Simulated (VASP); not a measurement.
Cs:

```xyz
1
Lattice="-3.1285 3.1285 3.1285 3.1285 -3.1285 3.1285 3.1285 3.1285 -3.1285" Properties=species:S:1:pos:R:3 pbc="T T T"
Cs    0.0000    0.0000    0.0000
```

Base run:

| Property | Result |
| --- | --- |
| Program | VASP 6.6.1 |
| Functional | SVWN5 |
| Potentials or basis | VASP PAW PBE potentials, release 64 (Cs_sv) |
| Cutoff | 520 eV |
| k mesh | 6 × 6 × 6 |
| Occupations | tetrahedron |
| Spin | no spin polarisation |

Its results: pressure -0.4 GPa.

Q: The run is repeated on the same cell with these changes: functional from SVWN5 to BLYP; occupations from tetrahedron to fermi-dirac, width 0.05 eV. What comes out?

A: Pressure 0.0 GPa.

Caveats: the PAW data sets were made with another functional, which shifts forces and pressure a little; tetrahedron occupations give inexact forces and stress in metals (some runs).
